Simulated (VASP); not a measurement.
# Zn (P6_3/mmc) in VASP: notebook, part 2 of 2

VASP 6.6.1. The steps go on from the part before.

## (3) Single point, r2SCAN+rVV10

This run uses another cell than the first one, of 14.08 Å³/atom.

The input, POSCAR:

```
Zn
1.0
    2.6134725969      0.0000000000      0.0000000000
   -1.3067362985      2.2633336610      0.0000000000
    0.0000000000      0.0000000000      4.7593838816
Zn
2
Direct
    0.3333333333      0.6666666667      0.2500000000
    0.6666666667      0.3333333333      0.7500000000
```

The input, INCAR.step1:

```
PREC = Accurate
ENCUT = 520
ISMEAR = 0
SIGMA = 0.1
LREAL = F
LASPH = T
NELM = 60
NBANDS = 19
GGA = PE
ALGO = Normal
EDIFF = 1E-4
LWAVE = T
LCHARG = F
```

The input, INCAR.step2:

```
PREC = Accurate
ENCUT = 520
EDIFF = 1E-6
ISMEAR = 0
SIGMA = 0.1
LREAL = F
LASPH = T
NELM = 60
ALGO = Normal
ISIF = 2
LWAVE = F
LCHARG = T
METAGGA = R2SCAN
LMIXTAU = T
LUSE_VDW = T
IVDW_NL = 2
BPARAM = 11.95
CPARAM = 0.0093
LELF = T
LVHAR = T
NBANDS = 19
ISTART = 1
```

The input, KPOINTS:

```
regular mesh
0
Gamma
  10 10 4
```

Potentials or basis: VASP PAW PBE potentials, release 64 (Zn).

Command:

```console
$ cat potpaw_PBE.64/Zn/POTCAR > POTCAR
$ cp INCAR.step1 INCAR
$ mpirun -np 1 vasp_std > vasp.out
$ cp INCAR.step2 INCAR
$ mpirun -np 1 vasp_std > vasp.out
```

OUTCAR:

```text
PREC = Accurate
   ENCUT = 520
   EDIFF = 1E-6
   ISMEAR = 0
   LREAL = F
   LASPH = T
   NELM = 60
   ISIF = 2
   METAGGA = R2SCAN
   IVDW_NL = 2
   BPARAM = 11.95
   ISTART = 1

 ion  position               nearest neighbor table
   1  0.333  0.667  0.250-   2 2.82   2 2.82   2 2.82   2 2.82   2 2.82   2 2.82
   2  0.667  0.333  0.750-   1 2.82   1 2.82   1 2.82   1 2.82   1 2.82   1 2.82

  LATTYP: Found a hexagonal cell.
 ALAT       =     2.6134725969
 C/A-ratio  =     1.8210957663

  Lattice vectors:

 A1 = (   2.6134725969,   0.0000000000,   0.0000000000)
 A2 = (  -1.3067362985,   2.2633336610,   0.0000000000)
 A3 = (   0.0000000000,   0.0000000000,   4.7593838816)

Analysis of symmetry for initial positions (statically):
=====================================================================
 Subroutine PRICEL returns:
 Original cell was already a primitive cell.

 Routine SETGRP: Setting up the symmetry group for a
 hexagonal supercell.

 Subroutine GETGRP returns: Found 24 space group operations
 (whereof 12 operations were pure point group operations)
 out of a pool of 24 trial point group operations.

The static configuration has the point symmetry D_3d.
 The point group associated with its full space group is D_6h.

Analysis of symmetry for dynamics (positions and initial velocities):
=====================================================================
 Subroutine PRICEL returns:
 Original cell was already a primitive cell.

 Routine SETGRP: Setting up the symmetry group for a
 hexagonal supercell.

 Subroutine GETGRP returns: Found 24 space group operations
 (whereof 12 operations were pure point group operations)
 out of a pool of 24 trial point group operations.

The dynamic configuration has the point symmetry D_3d.
 The point group associated with its full space group is D_6h.

 Subroutine INISYM returns: Found 24 space group operations
 (whereof 12 operations are pure point group operations),
 and found     1 'primitive' translations

----------------------------------------------------------------------------------------

                                     Primitive cell

  volume of cell :      28.1525

  direct lattice vectors                    reciprocal lattice vectors
     2.613472597  0.000000000  0.000000000     0.382632671  0.220913076  0.000000000
    -1.306736298  2.263333661  0.000000000     0.000000000  0.441826151  0.000000000
     0.000000000  0.000000000  4.759383882     0.000000000  0.000000000  0.210111230

  length of vectors
     2.613472597  2.613472597  4.759383882     0.441826151  0.441826151  0.210111230

  position of ions in fractional coordinates (direct lattice)
     0.333333333  0.666666667  0.250000000
     0.666666667  0.333333333  0.750000000

  ion indices of the primitive-cell ions
   primitive index   ion index
                 1           1
                 2           2

----------------------------------------------------------------------------------------

 KPOINTS: regular mesh

Automatic generation of k-mesh.
 Grid dimensions read from file:
 generate k-points for:   10   10    4

 Generating k-lattice:

  Cartesian coordinates                     Fractional coordinates (reciprocal lattice)
     0.038263267  0.022091308  0.000000000     0.100000000 -0.000000000  0.000000000
     0.000000000  0.044182615  0.000000000     0.000000000  0.100000000  0.000000000
     0.000000000  0.000000000  0.052527807     0.000000000  0.000000000  0.250000000

  Length of vectors
     0.044182615  0.044182615  0.052527807

  Shift w.r.t. Gamma in fractional coordinates (k-lattice)
     0.000000000  0.000000000  0.000000000

 Subroutine IBZKPT returns following result:
 ===========================================

 Found     42 irreducible k-points:

 Following reciprocal coordinates:
            Coordinates               Weight
  0.000000  0.000000  0.000000      1.000000
  0.100000 -0.000000  0.000000      6.000000
  0.200000 -0.000000  0.000000      6.000000
  0.300000  0.000000  0.000000      6.000000
  0.400000 -0.000000  0.000000      6.000000
  0.500000  0.000000  0.000000      3.000000
[... 16 lines left out ...]
  0.300000  0.100000  0.250000     24.000000
  0.400000  0.100000  0.250000     24.000000
 [... further k-points ...]
   k-points           NKPTS =     42   k-points in BZ     NKDIM =     42   number of bands    NBANDS=     19
   number of dos      NEDOS =    301   number of ions     NIONS =      2
   total plane-waves  NPLWV =  14400
   dimension x,y,z NGX =    20 NGY =   20 NGZ =   36
   dimension x,y,z NGXF=    40 NGYF=   40 NGZF=   72
   ions per type =               2
   NGX,Y,Z   is equivalent  to a cutoff of  12.72, 12.72, 12.57 a.u.
   NGXF,Y,Z  is equivalent  to a cutoff of  25.44, 25.44, 25.15 a.u.
 SYSTEM =  unknown system
   PREC   = accura    normal or accurate (medium, high low for compatibility)
   ISTART =      1    job   : 0-new  1-cont  2-samecut
   ICHARG =      0    charge: 1-file 2-atom 10-const
   ISPIN  =      1    spin polarized calculation?
   LNONCOLLINEAR =      F non collinear calculations
   LSORBIT =      F    spin-orbit coupling
   LASPH  =      T    aspherical Exc in radial PAW
   ENCUT  =  520.0 eV  38.22 Ry    6.18 a.u.   4.86  4.86  8.85*2*pi/ulx,y,z
   NELM   =     60;   NELMIN=  2; NELMDL=  0     # of ELM steps
   EDIFF  = 0.1E-05   stopping-criterion for ELM
   LREAL  =      F    real-space projection
   EDIFFG = 0.1E-04   stopping-criterion for IOM
   NSW    =      0    number of steps for IOM
   IBRION =     -1    ionic relax: 0-MD 1-quasi-New 2-CG
   NFREE  =      0    steps in history (QN), initial steepest desc. (CG)
   ISIF   =      2    stress and relaxation
   ISYM   =      2    0-nonsym 1-usesym 2-fastsym
   POTIM  = 0.5000    time-step for ionic-motion
   TEBEG  =    0.0;   TEEND  =   0.0 temperature during run
   PSTRESS=    0.0 pullay stress
   NELECT =      24.0000    total number of electrons
   NUPDOWN=      -1.0000    fix difference up-down
   EMIN   =  10.00;   EMAX   =-10.00  energy-range for DOS
   EFERMI =   0.00;   METHOD = LEGACY
   ISMEAR =     0;   SIGMA  =   0.10  broadening in eV -4-tet -1-fermi 0-gaus
   EFERMI_NEDOS =   21; number of points for ismear=-14 and -15
   IALGO  =     38    algorithm
   IMIX   =      4    mixing-type and parameters
     AMIX     =   0.40;   BMIX     =  1.00
     AMIX_MAG =   1.60;   BMIX_MAG =  1.00
  volume/ion in A,a.u.               =      14.08        94.99
  Fermi-wavevector in a.u.,A,eV,Ry     =   1.552290  2.933402 32.784650  2.409604
  Thomas-Fermi vector in A             =   2.656686
   LORBIT       =      0    0 simple, 1 ext, 2 COOP (PROOUT), +10 PAW based schemes
   METAGGA = R2SCAN    functional components
   LHFCALC =     F    Hartree Fock is set to
   AEXX    =    0.0000 exact exchange contribution
   IVDW_NL    =     2    kernel type
   BPARAM     =11.9500
   IVDW    =     0    specifies the selected vdW correction
   LEPSILON=     F    determine dielectric tensor
   LRPA    =     F    only Hartree local field effects (RPA)
 non-spin polarized calculation
 Gauss-broadening in eV      SIGMA  =   0.10
  energy-cutoff  :      520.00
  volume of cell :       28.15
 maximum number of plane-waves:       774
 NGX is ok and might be reduce to    20
   NGX =  9   NGY =  9   NGZ = 17

 number of electron      24.0000021 magnetization

 Free energy of the ion-electron system (eV)
  ---------------------------------------------------
  ext. energy  EPLUGINS =         0.00000000
  ---------------------------------------------------
  free energy    TOTEN  =       -17.16690895 eV

  energy without entropy =      -17.16443706  energy(sigma->0) =      -17.16567300

 E-fermi :   3.5438     XC(G=0): -13.1389

 val. band max:        3.5335163636   @ k =   0.4000  -0.0000   0.0000
 cond. band min:       3.8799477447   @ k =   0.5000   0.0000   0.5000
 fundamental gap:      0.3464313810
 Fermi energy:         3.5438110230

 k-point     1 :       0.0000    0.0000    0.0000
  band No.  band energies     occupation
      1      -7.9955      2.00000
      2      -5.7566      2.00000
      3      -4.8922      2.00000
      4      -4.6399      2.00000
      5      -4.6398      2.00000
      6      -4.5740      2.00000
[... 11 lines left out ...]
     18      24.2360      0.00000
     19      24.2360      0.00000
[... 489 lines left out ...]
      3      -5.0843      2.00000
      4      -4.9404      2.00000
      5      -4.5320      2.00000
      6      -4.2988      2.00000
[... 11 lines left out ...]
     18      16.0557      0.00000
     19      21.2041      0.00000

 [... further k-points ...]

------------------------ aborting loop because EDIFF is reached ----------------------------------------

  FORCE on cell =-STRESS in cart. coord.  units (eV):
  Direction    XX          YY          ZZ          XY          YZ          ZX
  --------------------------------------------------------------------------------------
  -------------------------------------------------------------------------------------
  Total        0.1457549      0.1457549      0.0635205     -0.0000000      0.0000000     -0.0000000
  in kB        8.2950015      8.2950015      3.6149915     -0.0000000      0.0000000     -0.0000000
  external PRESSURE =       6.7349982 kB  Pullay stress =       0.0000000 kB

 VOLUME and BASIS-vectors are now :
 -----------------------------------------------------------------------------
  energy-cutoff  :      520.00
  volume of cell :       28.15
      direct lattice vectors                 reciprocal lattice vectors
     2.613472597  0.000000000  0.000000000     0.382632671  0.220913076  0.000000000
    -1.306736298  2.263333661  0.000000000     0.000000000  0.441826151  0.000000000
     0.000000000  0.000000000  4.759383882     0.000000000  0.000000000  0.210111230

 POSITION                                       TOTAL-FORCE (eV/Angst)
 -----------------------------------------------------------------------------------
     -0.00000      1.50889      1.18985         0.000000     -0.000000      0.000000
      1.30674      0.75444      3.56954        -0.000000      0.000000      0.000000
 -----------------------------------------------------------------------------------
    total drift:                               -0.000000      0.000000     -0.000000

  FREE ENERGIE OF THE ION-ELECTRON SYSTEM (eV)
  ---------------------------------------------------
  free  energy   TOTEN  =       -17.1669089472 eV

  energy  without entropy=      -17.1644370602  energy(sigma->0) =      -17.16567300
```

OUTCAR.step1:

```text
PREC = Accurate
   ENCUT = 520
   ISMEAR = 0
   LREAL = F
   LASPH = T
[... 752 lines left out ...]
 -----------------------------------------------------------------------------------
     -0.00000      1.50889      1.18985        -0.000000     -0.000000      0.000000
      1.30674      0.75444      3.56954         0.000000      0.000000      0.000000
 -----------------------------------------------------------------------------------
    total drift:                               -0.000000      0.000000     -0.000000

  FREE ENERGIE OF THE ION-ELECTRON SYSTEM (eV)
  ---------------------------------------------------
  free  energy   TOTEN  =        -2.2108795924 eV

  energy  without entropy=       -2.2088318825  energy(sigma->0) =       -2.20985574
```

Wall time 2.6 min (1 thread of Intel Xeon 8259CL, shared host); peak memory 0.22 GiB.

What came out:

| Property | Result |
| --- | --- |
| Free energy | -17.1669 eV |
| Pressure | 0.7 GPa |
| Band gap on the k mesh | zero (bands 12 and 13 overlap by 3.96 eV) |

Stress tensor (GPa, compression positive):
```
0.83 0.00 0.00
0.00 0.83 0.00
0.00 0.00 0.36
```

Caveat: the PAW data sets were made with another functional, which shifts forces and pressure a little.

The gap in the log of VASP goes by the Fermi energy; the results here count the filled bands.